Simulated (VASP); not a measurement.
Input of a VASP 6.6.1 run:

Contents of INCAR:

```
SYSTEM = K4TeBr2
ALGO = Normal ; EDIFF = 1E-7
EDIFFG = -0.025 ; ENCUT = 600
GGA = PE ; IBRION = 2
ISIF = 3 ; ISMEAR = 0
LASPH = .TRUE. ; LCHARG = .FALSE.
LREAL = .FALSE. ; LWAVE = .FALSE.
NELM = 60 ; NSW = 80
PREC = Accurate ; SIGMA = 0.1
```

KPOINTS

```
k-points
0
G
  2 2 2
  0 0 0
```

Contents of POSCAR:

```
K4TeBr2
1.0
   -0.0711985456      0.0050438616      5.8529175428
   -6.3768847142      0.0199757152      0.0755517576
    3.2157245384     -8.3198713185     -0.0450858112
K Te Br
4 1 2
Direct
    0.5064003450      0.8750814146      0.7608113589
    0.5190751109      0.0977085509      0.2453934613
    0.0102784554      0.5938135082      0.2208817350
   -0.0289421689      0.4099891938      0.7785370341
    1.0345682165      0.0214739308      0.0059778259
    0.4697690324      0.6900479033      0.3492149210
    0.4888510086      0.3118854983      0.6391836638
```

Potentials or basis: VASP PAW PBE potentials, release 64 (K_sv, Te, Br).

Run with:

```bash
$ cat potpaw_PBE.64/K_sv/POTCAR potpaw_PBE.64/Te/POTCAR potpaw_PBE.64/Br/POTCAR > POTCAR
$ mpirun -np 1 vasp_std > vasp.out
```

(1) Predict the band gap on the k mesh.

(2) Predict the space group after relaxing (to 0.1 Å).

(3) What does it give for the relaxed volume?

Results:

(1) 2.06 eV (least direct gap 2.06 eV).

(2) Cmmm (No. 65).

(3) 45.56 Å³/atom.

Caveat: the k points lie up to 0.53 Å⁻¹ apart in the final cell; spin-orbit coupling is left out, which moves the levels of the heavy elements.
